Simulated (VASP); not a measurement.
Here is a VASP 6.6.1 calculation.

Contents of INCAR:

```
SYSTEM = Al
PREC = Accurate
ENCUT = 400
EDIFF = 1E-6
ISMEAR = -1
SIGMA = 0.1
LREAL = .False.
LASPH = .True.
NELM = 120
ALGO = Normal
ISIF = 2
LWAVE = .False.
LCHARG = .False.
GGA = PE
NBANDS = 16
GGA_COMPAT = .False.
NELMDL = -8
```

KPOINTS

```
Automatic mesh
0
Gamma
  6 6 1
  0.5 0.5 0
```

The input POSCAR:

```
Al
1.0
    2.8567113960      0.0000000000      0.0000000000
    0.0000000000      2.8567113960      0.0000000000
    0.0000000000      0.0000000000     19.0800000000
Al
5
Direct
    0.0132310194      0.9613910229      0.2896706506
    0.4903349073      0.5186806053      0.3944238740
    0.0132375616      0.0019168084      0.4985344043
    0.4969914991      0.5071337326      0.6047153890
    0.9862050126      0.0108778308      0.7126556822
```

Potentials or basis: VASP PAW PBE potentials, release 64 (Al).

The run is started by

```bash
$ cat potpaw_PBE.64/Al/POTCAR > POTCAR
$ mpirun -np 1 vasp_std > vasp.out
```

Problem. Estimate the largest force.

Solution. 0.392 eV/Å.

Forces on the atoms (eV/Å):
```
Al  -0.070  0.160 -0.255
Al   0.150 -0.230  0.279
Al  -0.113  0.073  0.071
Al   0.017 -0.003 -0.179
Al   0.016  0.001  0.084
```

Caveat: the k points lie up to 0.37 Å⁻¹ apart.
